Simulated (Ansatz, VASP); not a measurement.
H4NF in VASP and in Ansatz

```
H N F
1.0
     4.42895    0.00000    0.00000
    -2.21448    3.83558    0.00000
     0.00000    0.00000    7.16463
H N F
8 2 2
Direct
  0.33333 0.66667 0.22913
  0.66667 0.33333 0.72913
  0.46135 0.53865 0.42259
  0.92271 0.46135 0.92259
  0.46135 0.92271 0.42259
  0.53865 0.46135 0.92259
  0.07729 0.53865 0.42259
  0.53865 0.07729 0.92259
  0.33333 0.66667 0.37443
  0.66667 0.33333 0.87443
  0.33333 0.66667 0.99719
  0.66667 0.33333 0.49719
```

Alike in both runs: functional r2SCAN; k mesh 6 × 6 × 4; occupations fermi-dirac, width 0.02 eV; no spin polarisation.

Ansatz relaxed the structure, and its values are those at the end. VASP's run is a single point on that final structure, the one shown.

|  | VASP | Ansatz |
| --- | --- | --- |
| version | VASP 6.6.1 | Ansatz 0.2.0 |
| potentials or method | VASP PAW PBE potentials, release 64 (H, N, F), cutoff 520 eV | PAW plane waves |
| valence electrons in the cell | 32 | 32 |

|  | VASP | Ansatz | Ansatz less VASP |
| --- | --- | --- | --- |
| gap on the k mesh at the Fermi level (eV) | 6.56 | 6.56 | -0.001 |
| pressure (GPa) | -0.2 | 0.0 | +0.20 |
| rms of the force components (eV/Å) | 0.023 | 0.001 | -0.0223 |

VASP's potentials were made for PBE, not for r2SCAN. The functional is the same, so the differences come from potentials, cutoffs and numerics.
